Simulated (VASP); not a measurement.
Runs of VASP 6.6.1 on MnS. The structure is that of space group F-43m (No. 216), or close to it. The cells are those of the table. 

| level | spin | cell | k mesh | cutoff (eV) | gap on the mesh (eV) | pressure (GPa) | moment (μB) |
| --- | --- | --- | --- | --- | --- | --- | --- |
| r2SCAN | collinear, ferromagnetic start | a = 3.993 Å, angles 60.0°, 2 atoms | 10 × 10 × 10 | 550 | 0.73 | 0.0 | 5.00 |
| r2SCAN | collinear, ferromagnetic start | a = 3.992 Å, angles 60.0°, 2 atoms | 10 × 10 × 10 | 550 | 0.73 | (a) | 5.00 |
| PBE | collinear, ferromagnetic start | a = 3.992 Å, angles 60.0°, 2 atoms | 6 × 6 × 6 | 500 | none | 0.0 | 4.97 |
| r2SCAN | off | a = 3.993 Å, angles 60.0°, 2 atoms | 10 × 10 × 10 | 550 | none | -21.7 | - |
| PBE | collinear, ferromagnetic start | a = 4.034 Å, angles 60.0°, 2 atoms | 6 × 6 × 6 | 500 | 0.10 | -1.6 | 5.00 |
| r2SCAN | collinear, ferromagnetic start | a = 3.997 Å, angles 60.0°, 2 atoms | 10 × 10 × 10 | 550 | 0.75 | -0.1 | 5.00 |
| PBE | collinear, ferromagnetic start | a = 3.970 Å, angles 60.0°, 2 atoms | 6 × 6 × 6 | 500 | none | (b) | 4.96 |
| PBE | collinear, ferromagnetic start | a = 3.960 Å, angles 60.0°, 2 atoms | 6 × 6 × 6 | 500 | none | 1.2 | 4.93 |

Alike in all rows: task single point; potentials or basis VASP PAW PBE potentials, release 64 (Mn_pv, S); smearing gaussian 0.05 eV.

Q: Fill in the values left out.

A: (a) 0.1; (b) 1.0.

Caveats: a cell with one magnetic atom can't hold antiferromagnetic order, which such compounds often take (at least some runs); the PAW data sets were made with another functional, which shifts forces and pressure a little (at least some runs); semilocal functionals often make such compounds metallic where correlation or magnetic order opens a gap, which also shifts bond lengths (at least some runs); the cell stands under tension (at least some runs); an odd number of electrons without spin polarisation forces a metal (at least some runs); a magnetic or distorted state may lie lower (at least some runs).

A k mesh can miss the band edges.

A gap of «none» marks levels without a gap at the run's occupations.
